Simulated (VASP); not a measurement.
Wanted: the native input for a VASP 6.6.1 run.

| Property | Result |
| --- | --- |
| Task | relaxation of cell and atoms |
| Functional | PBEsol |
| Potentials or basis | VASP PAW PBE potentials, release 64 (Nb_sv) |
| Cutoff | 600 eV |
| k mesh | 18 × 18 × 18 |
| Occupations | fermi-dirac, width 0.1 eV |
| Spin | no spin polarisation |
| Dipole correction | no |
| Further INCAR settings | ALGO = Normal; EDIFF = 1e-06; IBRION = 2; EDIFFG = -0.005; NSW = 60; ISIF = 3 |

The structure of Nb lies in POSCAR:

```
Nb
1.0
   -1.6503519298      1.6503519298      1.6503519298
    1.6503519298     -1.6503519298      1.6503519298
    1.6503519298      1.6503519298     -1.6503519298
Nb
1
Direct
    0.0000000000      0.0000000000      0.0000000000
```

The input as run:

INCAR

```
PREC = Accurate
ENCUT = 600
EDIFF = 1E-6
ISMEAR = -1
SIGMA = 0.1
LREAL = False
LASPH = True
NELM = 80
ALGO = Normal
ISIF = 3
LWAVE = False
LCHARG = False
GGA = PS
IBRION = 2
NSW = 60
EDIFFG = -0.005
```

KPOINTS

```
Automatic mesh
0
Gamma
  18 18 18
```

Potentials or basis: VASP PAW PBE potentials, release 64 (Nb_sv).

Run with:

```sh
$ cat potpaw_PBE.64/Nb_sv/POTCAR > POTCAR
$ mpirun -np 1 vasp_std > vasp.out
```

It gave:

```yaml
Relaxed_volume: 17.51 Å³/atom
Relaxed_cell: a = 2.834 Å, b = 2.834 Å, c = 2.834 Å, α = 109.47°, β = 109.47°, γ = 109.47°
Space_group_after_relaxing_to_0.1_Å: Im-3m (No. 229)
Energy_gained_by_relaxing: 6.7 meV/atom
Ionic_steps: 4
Pressure_after_relaxing: 0.0 GPa
Band_gap_on_the_k_mesh: zero (an odd number of electrons rules out a gap without spin polarisation)
```

Caveat: the PAW data sets were made with another functional, which shifts forces and pressure a little.

It took 58 s on 1 thread of AMD EPYC 9R45 96-Core Processor (Zen 5), on a shared host, peak memory 0.15 GiB.
